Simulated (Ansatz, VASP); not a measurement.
Co: VASP beside Ansatz

```
Co
1.0
    -1.40480    1.40480    1.40480
     1.40480   -1.40480    1.40480
     1.40480    1.40480   -1.40480
Co
1
Direct
  0.00000 0.00000 0.00000
```

Alike in both runs: task single point; functional PBE; k mesh 20 × 20 × 20; occupations gaussian, width 0.1 eV; collinear spin.

```csv
,VASP,Ansatz
version,VASP 6.6.1,Ansatz 0.2.0
potentials or method,"VASP PAW PBE potentials, release 64 (Co), cutoff 520 eV","scalar-relativistic, plane waves, PAW"
valence electrons in the cell,9,17
```

```csv
,VASP,Ansatz,Ansatz less VASP
gap on the k mesh at the Fermi level (eV),none,none,-
pressure (GPa),-0.8,0.0,+0.77
net moment per atom (μB),1.73,1.74,+0.016
size of the moment on the site where the two differ most (μB),1.75,1.81,+0.062
```

Site moments also hang on the region over which each program counts them. A gap of «none» marks a metal or a gap that the smearing closes. The functional is the same, so the differences come from potentials, cutoffs and numerics. VASP's potentials hold 9 valence electrons a cell and Ansatz's 17, so a difference there can come from the potentials and not from the codes. Ansatz's warnings: stability check not made.
